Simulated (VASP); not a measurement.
V, 2 atoms in the cell. Symmetry: P-3m1, No. 164, trigonal system. Conventional cell: a = 2.604 Å, b = 2.604 Å, c = 4.723 Å, α = 90.00°, β = 90.00°, γ = 120.00°. Within 3.2 Å of V (site symmetry 3m) lie 12 V at 2.43 to 3.19 Å.  This cell differs from its parent crystal: atom 1 (V) moved by (+0.000, -0.450) A along [1 1 0] and z.

```yaml
Program: VASP 6.6.1
Task: single point
Functional: PBE
Potentials_or_basis: VASP PAW PBE potentials, release 64 (V_sv)
Cutoff: 520 eV
k_mesh: 21 × 21 × 10
Occupations: gaussian, width 0.15 eV
Spin: no spin polarisation
Dipole_correction: no
Further_INCAR_settings: ALGO = Fast; EDIFF = 1e-06; NBANDS = 20
```

Potentials or basis: VASP PAW PBE potentials, release 64 (V_sv).

Launch:

```bash
$ cat potpaw_PBE.64/V_sv/POTCAR > POTCAR
$ mpirun -np 1 vasp_std > vasp.out
```

Hardware: 1 thread of Intel Xeon 8259CL, with other jobs on the host.

Question: How long does it take, and how much memory?

Answer: It took 5.9 min on 1 thread of Intel Xeon 8259CL, with other jobs on the host, peak memory 0.29 GiB. Counts: scf iterations 14, k points 436.
